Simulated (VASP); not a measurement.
Set up this calculation in VASP 6.6.1, as the native input.

* Task: relaxation of shape and atoms at fixed volume
* Functional: PBE
* Potentials or basis: VASP PAW PBE potentials, release 64 (Ag)
* Cutoff: 600 eV
* k mesh: 15 × 15 × 8
* Occupations: fermi-dirac, width 0.05 eV
* Spin: no spin polarisation
* Dipole correction: no
* Further INCAR settings: ALGO = Normal; EDIFF = 1e-06; IBRION = 2; EDIFFG = -0.005; NSW = 50; ISIF = 4

The structure of Ag lies in POSCAR:

```
Ag
1.0
    2.7952306180      0.0000000000      0.0000000000
   -1.3976153090      2.4207407246      0.0000000000
    0.0000000000      0.0000000000      4.6442615326
Ag
2
Direct
    0.3333333333      0.6666666667      0.2500000000
    0.6666666667      0.3333333333      0.7500000000
```

This isn't the form of Ag at room conditions, which is fcc.

One way to write it, as run:

INCAR

```
PREC = Accurate ; ENCUT = 600
EDIFF = 1E-6 ; ISMEAR = -1
SIGMA = 0.05 ; LREAL = False
LASPH = True ; NELM = 60
ALGO = Normal ; ISIF = 4
LWAVE = False ; LCHARG = False
GGA = PE ; IBRION = 2
NSW = 50 ; EDIFFG = -0.005
```

KPOINTS

```
regular mesh
0
Gamma
  15 15 8
```

Potentials or basis: VASP PAW PBE potentials, release 64 (Ag).

Run with:

```console
$ cat potpaw_PBE.64/Ag/POTCAR > POTCAR
$ mpirun -np 1 vasp_std > vasp.out
```

Results of the run:

```json
{
 "Energy gained by relaxing": "0.0 meV/atom",
 "Ionic steps": "2",
 "Pressure after relaxing": "16.5 GPa",
 "Band gap on the k mesh": "zero (bands 11 and 12 overlap by 7.94 eV)"
}
```

Wall time 85 s on 1 thread of AMD EPYC 9R14 (Zen 4), with other jobs on the host, peak memory 0.17 GiB.
